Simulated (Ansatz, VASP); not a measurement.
# Two plane-wave programs on YI2

```
Y I
1.0
     3.75900    0.00000    0.00000
     0.00000    3.75900    0.00000
     0.00000    0.00000   18.00000
Y I
1 2
Direct
  0.00000 0.00000 0.50000
  0.50000 0.50000 0.60151
  0.50000 0.50000 0.39849
```

Change from the starting cell: species swapped into a sheet of the NdI2 type.

Alike in both runs: task single point; functional PBE; k mesh 4 × 4 × 1; occupations gaussian, width 0.1 eV; no spin polarisation.

```csv
,VASP,Ansatz
version,VASP 6.6.1,Ansatz 0.2.0
potentials or method,"VASP PAW PBE potentials, release 64 (Y_sv, I), cutoff 520 eV","scalar-relativistic, plane waves, PAW"
valence electrons in the cell,25,45
```

```tsv
	VASP	Ansatz	Ansatz less VASP
gap on the k mesh at the Fermi level (eV)	none	none	-
rms of the force components (eV/Å)	0.061	0.061	-0.0002
```

Atom by atom the forces differ by 0.000 eV/Å (rms over components). A gap of «none» marks a metal or a gap that the smearing closes. VASP's potentials hold 25 valence electrons a cell and Ansatz's 45, so a difference there can come from the potentials and not from the codes. Ansatz's warnings: slab cell height set.

The k mesh is coarse, so the values compare programs but aren't converged. Spin-orbit coupling is off throughout.
